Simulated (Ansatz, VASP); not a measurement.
# One calculation of Sb2As2C, two programs

```xyz
10
Lattice="4.5566 0.0000 0.0000 -2.2783 3.9461 0.0000 0.0000 0.0000 15.8750" Properties=species:S:1:pos:R:3 pbc="T T T"
Sb    0.0000    2.6307    8.7761
Sb    2.2783    1.3154    0.8386
Sb    2.2783    1.3154    7.0989
Sb    0.0000    2.6307   15.0365
As    0.0000    0.0000   13.6675
As    0.0000    0.0000    5.7300
As    0.0000    0.0000    2.2075
As    0.0000    0.0000   10.1451
C     0.0000    0.0000    3.9688
C     0.0000    0.0000   11.9063
```

Alike in both runs: functional PBE; k mesh 6 × 6 × 2; occupations gaussian, width 0.1 eV; no spin polarisation.

Ansatz relaxed the structure, and its values are those at the end. VASP's run is a single point on that final structure, the one shown.

```csv
,VASP,Ansatz
version,VASP 6.6.1,Ansatz 0.2.0
potentials or method,"VASP PAW PBE potentials, release 64 (Sb, As, C), cutoff 520 eV","scalar-relativistic, plane waves, PAW"
valence electrons in the cell,48,128
```

|  | VASP | Ansatz | Ansatz less VASP |
| --- | --- | --- | --- |
| gap on the k mesh at the Fermi level (eV) | none | none | - |
| pressure (GPa) | 0.2 | 0.0 | -0.24 |
| rms of the force components (eV/Å) | 0.065 | 0.009 | -0.0552 |

A gap of «none» marks a metal or a gap that the smearing closes. The functional is the same, so the differences come from potentials, cutoffs and numerics. VASP's potentials hold 48 valence electrons a cell and Ansatz's 128, so a difference there can come from the potentials and not from the codes.

Neither program's run includes spin-orbit coupling.
